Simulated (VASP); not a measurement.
# Ge (Cmmm) in VASP: a series of runs

Runs on Ge. Level: PBEsol. Tasks: relaxation of cell and atoms.

Program: VASP 6.6.1. These are calculated values, not measurements. Logs are shortened: lines on timing, memory, paths and dates and some standing lists are left out, and cuts for length are marked.

**1. The cell of the first run**

Symmetry: Cmmm, No. 65, orthorhombic system. Conventional cell: a = 2.794 Å, b = 5.201 Å, c = 2.698 Å, α = 90.00°, β = 90.00°, γ = 90.00°. Within 3.6 Å of Ge (site symmetry mmm) lie 8 Ge at 2.70 to 2.95 Å.

**2. Relaxation of cell and atoms, PBEsol**

INCAR

```
SYSTEM = Ge
PREC = Accurate
ENCUT = 500
EDIFF = 1E-7
ISMEAR = 1
SIGMA = 0.1
LREAL = .FALSE.
LASPH = .TRUE.
NELM = 120
ALGO = Normal
ISIF = 3
LWAVE = .FALSE.
LCHARG = .FALSE.
GGA = PS
IBRION = 2
NSW = 80
EDIFFG = -0.01
GGA_COMPAT = .FALSE.
NELMIN = 4
```

KPOINTS

```
regular mesh
0
G
  11 11 10
  0 0 0
```

POSCAR

```
Ge
1.0
    1.3971490000     -2.6005160000      0.0000000000
    1.3971490000      2.6005160000      0.0000000000
    0.0000000000      0.0000000000      2.6982310000
Ge
1
Direct
    0.5000000000      0.5000000000      0.0000000000
```

Potentials or basis: VASP PAW PBE potentials, release 64 (Ge_d).

On the command line:

```sh
$ cat potpaw_PBE.64/Ge_d/POTCAR > POTCAR
$ mpirun -np 1 vasp_std > vasp.out
```

OUTCAR:

```text
SYSTEM = Ge
   PREC = Accurate
   ENCUT = 500
   EDIFF = 1E-7
   ISMEAR = 1
   LREAL = .FALSE.
   LASPH = .TRUE.
   NELM = 120
   ISIF = 3
   GGA = PS
   IBRION = 2
   NSW = 80
   EDIFFG = -0.01
   NELMIN = 4

 ion  position               nearest neighbor table
   1  0.500  0.500  0.000-

  LATTYP: Found a base centered orthorhombic cell.
 ALAT       =     2.7942980000
 B/A-ratio  =     1.8613018368
 C/A-ratio  =     0.9656203454

  Lattice vectors:

 A1 = (   1.3971490000,  -2.6005160000,   0.0000000000)
 A2 = (   1.3971490000,   2.6005160000,   0.0000000000)
 A3 = (   0.0000000000,   0.0000000000,   2.6982310000)

Analysis of symmetry for initial positions (statically):
=====================================================================
 Subroutine PRICEL returns:
 Original cell was already a primitive cell.

 Routine SETGRP: Setting up the symmetry group for a
 base centered orthorhombic supercell.

 Subroutine GETGRP returns: Found  8 space group operations
 (whereof  8 operations were pure point group operations)
 out of a pool of  8 trial point group operations.

The static configuration has the point symmetry D_2h.

Analysis of symmetry for dynamics (positions and initial velocities):
=====================================================================
 Subroutine PRICEL returns:
 Original cell was already a primitive cell.

 Routine SETGRP: Setting up the symmetry group for a
 base centered orthorhombic supercell.

 Subroutine GETGRP returns: Found  8 space group operations
 (whereof  8 operations were pure point group operations)
 out of a pool of  8 trial point group operations.

The dynamic configuration has the point symmetry D_2h.

 Subroutine INISYM returns: Found  8 space group operations
 (whereof  8 operations are pure point group operations),
 and found     1 'primitive' translations

----------------------------------------------------------------------------------------

                                     Primitive cell

  volume of cell :      19.6070

  direct lattice vectors                    reciprocal lattice vectors
     1.397149000 -2.600516000  0.000000000     0.357871637 -0.192269534  0.000000000
     1.397149000  2.600516000  0.000000000     0.357871637  0.192269534  0.000000000
     0.000000000  0.000000000  2.698231000     0.000000000  0.000000000  0.370613191

  length of vectors
[... 114 lines left out ...]
  energy-cutoff  :      500.00
  volume of cell :       19.61
 maximum number of plane-waves:       510
 NGX is ok and might be reduce to    24
   NGX = 11   NGY = 11   NGZ =  9

--------------------------------------- Ionic step        1  -------------------------------------------

 number of electron      14.0000003 magnetization

 Free energy of the ion-electron system (eV)
  ---------------------------------------------------
  ext. energy  EPLUGINS =         0.00000000
  ---------------------------------------------------
  free energy    TOTEN  =        -4.73033720 eV

  energy without entropy =       -4.73036461  energy(sigma->0) =       -4.73034634

------------------------ aborting loop because EDIFF is reached ----------------------------------------

  FORCE on cell =-STRESS in cart. coord.  units (eV):
  Direction    XX          YY          ZZ          XY          YZ          ZX
  --------------------------------------------------------------------------------------
  -------------------------------------------------------------------------------------
  Total       -0.3416786     -0.7643843     -0.4791845      0.0000000      0.0000000      0.0000000
  in kB      -27.9201049    -62.4612918    -39.1563251      0.0000000      0.0000000      0.0000000
  external PRESSURE =     -43.1792406 kB  Pullay stress =       0.0000000 kB
[... 86 lines left out ...]
  FREE ENERGIE OF THE ION-ELECTRON SYSTEM (eV)
  ---------------------------------------------------
  free  energy   TOTEN  =        -4.7489397241 eV

  energy  without entropy=       -4.7487836184  energy(sigma->0) =       -4.74888769

[... ionic steps 4 to 17 ...]

--------------------------------------- Ionic step       18  -------------------------------------------

 number of electron      13.9999992 magnetization

------------------------ aborting loop because EDIFF is reached ----------------------------------------
[... 65 lines left out ...]
--------------------------------------- Ionic step       20  -------------------------------------------

 number of electron      13.9999992 magnetization

 Free energy of the ion-electron system (eV)
  ---------------------------------------------------
  ext. energy  EPLUGINS =         0.00000000
  ---------------------------------------------------
  free energy    TOTEN  =        -4.75072171 eV

  energy without entropy =       -4.75074353  energy(sigma->0) =       -4.75072898

 E-fermi :   6.7989     XC(G=0): -11.5040

 val. band max:        6.7861485487   @ k =  -0.2727   0.2727   0.0000
 cond. band min:       6.8189226551   @ k =   0.3636   0.2727   0.4000
 fundamental gap:      0.0327741064
 Fermi energy:         6.7989335661

 k-point     1 :       0.0000    0.0000    0.0000
  band No.  band energies     occupation
      1     -17.9392      2.00000
      2     -17.8646      2.00000
      3     -17.8545      2.00000
      4     -17.6898      2.00000
      5     -17.6868      2.00000
      6      -6.6412      2.00000
      7      13.2866      0.00000
      8      15.3872      0.00000
      9      15.6147      0.00000
     10      16.9094      0.00000
     11      21.0774      0.00000
[... 309 lines left out ...]
 k-point    24 :      -0.1818    0.1818    0.0000
  band No.  band energies     occupation
      1     -17.9228      2.00000
      2     -17.8665      2.00000
      3     -17.8140      2.00000
      4     -17.7076      2.00000
      5     -17.6908      2.00000
      6      -5.8286      2.00000
      7      10.0545      0.00000
      8      13.7279      0.00000
      9      14.0745      0.00000
     10      17.2259      0.00000
     11      18.7281      0.00000

 [... further k-points ...]

------------------------ aborting loop because EDIFF is reached ----------------------------------------

  FORCE on cell =-STRESS in cart. coord.  units (eV):
  Direction    XX          YY          ZZ          XY          YZ          ZX
  --------------------------------------------------------------------------------------
  -------------------------------------------------------------------------------------
  Total       -0.0018553     -0.0095448     -0.0020166     -0.0000000      0.0000000      0.0000000
  in kB       -0.1614508     -0.8306042     -0.1754864     -0.0000000      0.0000000      0.0000000
  external PRESSURE =      -0.3891805 kB  Pullay stress =       0.0000000 kB
[... 16 lines left out ...]
  FREE ENERGIE OF THE ION-ELECTRON SYSTEM (eV)
  ---------------------------------------------------
  free  energy   TOTEN  =        -4.7507217107 eV

  energy  without entropy=       -4.7507435276  energy(sigma->0) =       -4.75072898

 reached required accuracy - stopping structural energy minimisation
```

CONTCAR:

```text
Ge
   1.00000000000000
     1.4017368911232881   -2.4558695638956278    0.0000000000000000
     1.4017368911232877    2.4558695638956278    0.0000000000000000
     0.0000000000000000    0.0000000000000000    2.6741224702478288
  Ge
     1
Direct
     0.5000000000000000    0.5000000000000000    0.0000000000000000

  0.00000000E+00  0.00000000E+00  0.00000000E+00
```

It took 3.3 min on 1 thread of AMD EPYC 9R45 (Zen 5), shared host; peak memory 0.15 GiB.

Results:

```
Free energy                           : -4.7507 eV
Relaxed volume                        : 18.41 Å³/atom
Relaxed cell                          : a = 2.828 Å, b = 2.828 Å, c = 2.674 Å, α = 90.00°, β = 90.00°, γ = 120.57°
Space group after relaxing (to 0.1 Å) : P6/mmm (No. 191)
Energy gained by relaxing             : 20.4 meV/atom
Ionic steps                           : 20
Pressure after relaxing               : 0.0 GPa
Band gap on the k mesh                : zero (bands 7 and 8 overlap by 9.20 eV)
```

The path:
```csv
step,energy change (eV),largest force (eV/Å),pressure (GPa),volume (Å³)
1,0.0000,0.0000,-4.32,19.61
2,-0.0179,0.0000,1.23,18.14
3,-0.0186,0.0000,0.39,18.38
4,-0.0186,0.0000,0.20,18.40
5,-0.0198,0.0000,-0.04,18.43
6,-0.0201,0.0000,-0.19,18.46
7,-0.0201,0.0000,-0.18,18.46
8,-0.0201,0.0000,-0.21,18.47
9,-0.0201,0.0000,-0.31,18.48
10,-0.0202,0.0000,-0.38,18.49
11,-0.0200,0.0000,-0.59,18.53
12,-0.0202,0.0000,-0.31,18.50
13,-0.0202,0.0000,-0.49,18.52
14,-0.0202,0.0000,-0.37,18.50
15,-0.0203,0.0000,0.23,18.35
16,-0.0204,0.0000,0.03,18.39
17,-0.0204,0.0000,0.05,18.39
18,-0.0204,0.0000,0.05,18.40
19,-0.0204,0.0000,0.02,18.40
20,-0.0204,0.0000,-0.04,18.41
```

Final structure:
```xyz
1
Lattice="1.4017 -2.4559 0.0000 1.4017 2.4559 0.0000 0.0000 0.0000 2.6741" Properties=species:S:1:pos:R:3 pbc="T T T"
Ge    1.4017    0.0000    0.0000
```

Caveat: the PAW data sets were made with another functional, which shifts forces and pressure a little.

**3. Relaxation of cell and atoms, PBEsol, target pressure 2 GPa, at which the enthalpy is minimised**

INCAR

```
  ALGO = Normal
  EDIFF = 1E-7
  EDIFFG = -0.01
  ENCUT = 500
  GGA = PS
  GGA_COMPAT = False
  IBRION = 2
  ISIF = 3
  ISMEAR = 1
  LASPH = True
  LCHARG = False
  LREAL = False
  LWAVE = False
  NELM = 120
  NELMIN = 4
  NSW = 80
  PREC = Accurate
  PSTRESS = 20.0
  SIGMA = 0.1
```

KPOINTS

```
k-points
0
Gamma
  11 11 10
```

POSCAR is that of step 2.

Potentials or basis: VASP PAW PBE potentials, release 64 (Ge_d).

On the command line:

```sh
$ cat potpaw_PBE.64/Ge_d/POTCAR > POTCAR
$ mpirun -np 1 vasp_std > vasp.out
```

Run time: 3 min. Hardware: 1 thread of AMD EPYC 9R45 (Zen 5), shared host; peak memory 0.14 GiB.

The run converged. Its results:

| Quantity | Value |
| --- | --- |
| Free energy | -4.7481 eV |
| Relaxed volume | 17.96 Å³/atom |
| Relaxed cell | a = 2.796 Å, b = 2.796 Å, c = 2.653 Å, α = 90.00°, β = 90.00°, γ = 120.01° |
| Space group after relaxing (to 0.1 Å) | P6/mmm (No. 191) |
| Energy change on relaxing (the run minimises the enthalpy) | -17.8 meV/atom |
| Ionic steps | 18 |
| Pressure after relaxing | 2.0 GPa |
| Band gap on the k mesh | zero (bands 7 and 8 overlap by 9.37 eV) |

Stress tensor (GPa, compression positive):
```
1.96 0.00 0.00
0.00 2.01 0.00
0.00 0.00 2.08
```

Step by step:
| step | energy change (eV) | largest force (eV/Å) | pressure (GPa) | volume (Å³) |
| --- | --- | --- | --- | --- |
| 1 | 0.0000 | 0.0000 | -4.32 | 19.61 |
| 2 | -0.0064 | 0.0000 | 4.42 | 17.49 |
| 3 | -0.0150 | 0.0000 | 2.37 | 17.94 |
| 4 | -0.0154 | 0.0000 | 2.11 | 17.98 |
| 5 | -0.0174 | 0.0000 | 1.80 | 17.99 |
| 6 | -0.0180 | 0.0000 | 1.71 | 18.01 |
| 7 | -0.0181 | 0.0000 | 1.67 | 18.01 |
| 8 | -0.0183 | 0.0000 | 1.63 | 18.02 |
| 9 | -0.0185 | 0.0000 | 1.62 | 18.04 |
| 10 | -0.0166 | 0.0000 | 2.41 | 17.88 |
| 11 | -0.0176 | 0.0000 | 2.08 | 17.95 |
| 12 | -0.0176 | 0.0000 | 2.06 | 17.95 |
| 13 | -0.0177 | 0.0000 | 2.07 | 17.95 |
| 14 | -0.0177 | 0.0000 | 2.06 | 17.95 |
| 15 | -0.0177 | 0.0000 | 2.06 | 17.96 |
| 16 | -0.0177 | 0.0000 | 2.02 | 17.95 |
| 17 | -0.0178 | 0.0000 | 2.05 | 17.96 |
| 18 | -0.0178 | 0.0000 | 2.02 | 17.96 |

Final structure:
```cif
data_structure
_symmetry_space_group_name_H-M 'P 1'
_symmetry_Int_Tables_number 1
_cell_length_a 2.7960
_cell_length_b 2.7960
_cell_length_c 2.6532
_cell_angle_alpha 90.000
_cell_angle_beta 90.000
_cell_angle_gamma 120.008
_cell_volume 17.96
loop_
_atom_site_label
_atom_site_type_symbol
_atom_site_fract_x
_atom_site_fract_y
_atom_site_fract_z
_atom_site_occupancy
Ge1 Ge 0.50000 0.50000 0.00000 1
```

Levels at points of the mesh, in eV from the Fermi level:
```
           k point  band 4  band 5  band 6  band 7  band 8  band 9  band 10  band 11
(0.00, 0.00, 0.00)  -24.50  -24.50  -13.66    6.60    8.93    8.93    10.20    14.64
(0.00, 0.00, 0.50)  -24.57  -24.54   -9.67   -6.31   11.97   11.98    17.37    18.12
```

Caveat: the cell is relaxed towards a set pressure, so the run minimises the enthalpy, not the energy; the PAW data sets were made with another functional, which shifts forces and pressure a little.

**4. Relaxation of cell and atoms, PBEsol, target pressure 4 GPa, at which the enthalpy is minimised**

INCAR

```
PREC = Accurate
ENCUT = 500
EDIFF = 1E-7
ISMEAR = 1
SIGMA = 0.1
LREAL = False
LASPH = True
NELM = 120
ALGO = Normal
ISIF = 3
LWAVE = False
LCHARG = False
GGA = PS
IBRION = 2
NSW = 80
EDIFFG = -0.01
PSTRESS = 40.0
GGA_COMPAT = False
NELMIN = 4
```

KPOINTS

```
regular mesh
0
Gamma
  11 11 10
```

POSCAR is that of step 3.

On the command line:

```sh
$ cat potpaw_PBE.64/Ge_d/POTCAR > POTCAR
$ mpirun -np 1 vasp_std > vasp.out
```

Wall time 2 min (1 thread of AMD EPYC 9R45 (Zen 5), shared host); peak memory 0.14 GiB.

Results (log left out):

```
Free energy                                                : -4.7405 eV
Relaxed volume                                             : 17.55 Å³/atom
Relaxed cell                                               : a = 2.795 Å, b = 2.795 Å, c = 2.625 Å, α = 90.00°, β = 90.00°, γ = 121.19°
Space group after relaxing (to 0.1 Å)                      : P6/mmm (No. 191)
Energy change on relaxing (the run minimises the enthalpy) : -10.2 meV/atom
Ionic steps                                                : 11
Pressure after relaxing                                    : 4.0 GPa
Band gap on the k mesh                                     : zero (bands 7 and 8 overlap by 9.77 eV)
```

Step by step:
| step | energy change (eV) | largest force (eV/Å) | pressure (GPa) | volume (Å³) |
| --- | --- | --- | --- | --- |
| 1 | 0.0000 | 0.0000 | -4.32 | 19.61 |
| 2 | 0.0185 | 0.0000 | 8.24 | 16.86 |
| 3 | -0.0073 | 0.0000 | 4.17 | 17.56 |
| 4 | -0.0063 | 0.0000 | 4.33 | 17.52 |
| 5 | -0.0090 | 0.0000 | 4.16 | 17.53 |
| 6 | -0.0095 | 0.0000 | 4.12 | 17.53 |
| 7 | -0.0096 | 0.0000 | 4.16 | 17.53 |
| 8 | -0.0097 | 0.0000 | 4.10 | 17.53 |
| 9 | -0.0097 | 0.0000 | 4.11 | 17.53 |
| 10 | -0.0105 | 0.0000 | 3.89 | 17.56 |
| 11 | -0.0102 | 0.0000 | 4.00 | 17.55 |

Final structure:
```xyz
1
Lattice="1.3725 -2.4353 0.0000 1.3725 2.4353 0.0000 0.0000 0.0000 2.6254" Properties=species:S:1:pos:R:3 pbc="T T T"
Ge    1.3725    0.0000    0.0000
```

Levels at points of the mesh, in eV from the Fermi level:
```csv
k point,band 3,band 4,band 5,band 6,band 7,band 8,band 9,band 10,band 11
"(0.00, 0.00, 0.00)",-24.66,-24.49,-24.48,-13.85,6.85,8.81,9.33,10.40,14.33
"(0.00, 0.00, 0.50)",-24.57,-24.57,-24.54,-9.69,-6.46,12.01,12.54,17.50,17.96
```

Caveat: the cell is relaxed towards a set pressure, so the run minimises the enthalpy, not the energy; the PAW data sets were made with another functional, which shifts forces and pressure a little.

(Continued in part 2 of 2.)
